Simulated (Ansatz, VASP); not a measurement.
## AlN in VASP and in Ansatz

File INCAR:

```
SYSTEM = AlN
ALGO     = Normal         ! electronic algorithm
EDIFF    = 1E-7           ! SCF threshold, eV
EDIFFG   = -0.01          ! ionic threshold
ENCUT    = 600            ! plane-wave cutoff, eV
GGA      = PE             ! functional
IBRION   = 2              ! ionic algorithm
ISIF     = 3              ! what is computed and relaxed
ISMEAR   = 0              ! smearing method
LASPH    = .True.         ! aspherical terms in the spheres
LCHARG   = .False.        ! write CHGCAR
LREAL    = .False.        ! projectors in reciprocal space
LWAVE    = .False.        ! write WAVECAR
NELM     = 100            ! most SCF steps
NSW      = 100            ! ionic steps
PREC     = Accurate       ! precision mode
SIGMA    = 0.02           ! smearing width, eV
```

File KPOINTS:

```
k-points
0
Gamma
  12 12 6
  0 0 0
```

The input POSCAR:

```
AlN
1.0
    3.1280891144      0.0000000000      0.0000000000
   -1.5640445572      2.7090046383      0.0000000000
    0.0000000000      0.0000000000      5.0208090815
Al N
2 2
Direct
    0.3333333333      0.6666666667      0.0018742335
    0.6666666667      0.3333333333      0.5018742335
    0.3333333333      0.6666666667      0.3831257565
    0.6666666667      0.3333333333      0.8831257565
```

Input for Ansatz:

```yaml
crystal:
  lattice:
    - [3.1280891144, 0.0, 0.0]
    - [-1.5640445572, 2.7090046383, 0.0]
    - [0.0, 0.0, 5.0208090815]
  atoms:
    - { symbol: Al, position: [0.3333333333, 0.6666666667, 0.0018742335] }
    - { symbol: Al, position: [0.6666666667, 0.3333333333, 0.5018742335] }
    - { symbol: "N", position: [0.3333333333, 0.6666666667, 0.3831257565] }
    - { symbol: "N", position: [0.6666666667, 0.3333333333, 0.8831257565] }
basis:
  ecutwfc: 420
kpoints:
  mp_grid: { grid: [12, 12, 6] }
hamiltonian:
  xc: pbe
scf:
  occupations: { method: gaussian, width: 0.02 }
output:
  forces: true
  stress: true
  eigenvalues: true
  write_density: true
  write_potential: true
  elf: true
  volumetric_format: npy
relax:
  adjacent_minimum: "off"
  f_tol: 0.01
  max_steps: 80
  cell: { stress_tol: 0.05 }
```

Alike in both runs: task relaxation of cell and atoms; functional PBE; k mesh 12 × 12 × 6; occupations gaussian, width 0.02 eV; no spin polarisation.

```csv
,VASP,Ansatz
version,VASP 6.6.1,Ansatz 0.2.0
potentials or method,"VASP PAW PBE potentials, release 64 (Al, N), cutoff 600 eV","scalar-relativistic, plane waves, PAW"
valence electrons in the cell,16,16
```

```csv
,VASP,Ansatz,Ansatz less VASP
"gap on the k mesh at the Fermi level, each at its own relaxed structure (eV)",4.07,4.03,-0.033
relaxed volume (Å³/atom),10.62,10.64,+0.023
relaxed cell length with the largest relative difference (Å),3.127,3.130,+0.0030
```
